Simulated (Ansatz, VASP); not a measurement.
# One calculation of Zn2S, two programs

```
Zn S
1.0
     0.00000    3.05710    3.05710
     3.05710    0.00000    3.05710
     3.05710    3.05710    0.00000
Zn S
2 1
Direct
  0.00000 0.00000 0.00000
  0.75000 0.75000 0.75000
  0.50000 0.50000 0.50000
```

Alike in both runs: functional PBE; k mesh 5 × 5 × 5; occupations gaussian, width 0.2 eV; no spin polarisation.

Ansatz relaxed the structure, and its values are those at the end. VASP's run is a single point on that final structure, the one shown.

|  | VASP | Ansatz |
| --- | --- | --- |
| version | VASP 6.6.1 | Ansatz 0.2.0 |
| potentials or method | VASP PAW PBE potentials, release 64 (Zn, S), cutoff 520 eV | scalar-relativistic, plane waves, PAW |
| valence electrons in the cell | 30 | 30 |

```tsv
	VASP	Ansatz	Ansatz less VASP
gap on the k mesh at the Fermi level (eV)	1.03	1.03	-0.003
least direct gap on the mesh (eV)	1.03	1.03	-0.003
pressure (GPa)	-0.2	-0.4	-0.13
```
